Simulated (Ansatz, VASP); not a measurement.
One calculation of HfB2, two programs

```
Hf B
1.0
     3.12793    0.00000    0.00000
    -1.56396    2.70886    0.00000
     0.00000    0.00000    3.44606
Hf B
1 2
Cartesian
  0.0000 0.0000 0.0000
  0.0000 1.8059 1.7230
  1.5640 0.9030 1.7230
```

Alike in both runs: functional PBEsol; k mesh 15 × 15 × 12; occupations fermi-dirac, width 0.15 eV; no spin polarisation.

Ansatz relaxed the structure, and its values are those at the end. VASP's run is a single point on that final structure, the one shown.

|  | VASP | Ansatz |
| --- | --- | --- |
| version | VASP 6.6.1 | Ansatz 0.2.0 |
| potentials or method | VASP PAW PBE potentials, release 64 (Hf_pv, B), cutoff 520 eV | scalar-relativistic, plane waves, PAW |
| valence electrons in the cell | 16 | 32 |

|  | VASP | Ansatz | Ansatz less VASP |
| --- | --- | --- | --- |
| gap on the k mesh at the Fermi level (eV) | none | none | - |
| pressure (GPa) | 0.0 | 0.0 | +0.04 |

VASP's potentials were made for PBE, not for PBEsol, and Ansatz warns of the same on its side. A gap of «none» marks a metal or a gap that the smearing closes. With one functional, cell and mesh, what is left measures potentials, basis and numerics. VASP's potentials hold 16 valence electrons a cell and Ansatz's 32, so a difference there can come from the potentials and not from the codes.

Neither program's run includes spin-orbit coupling.
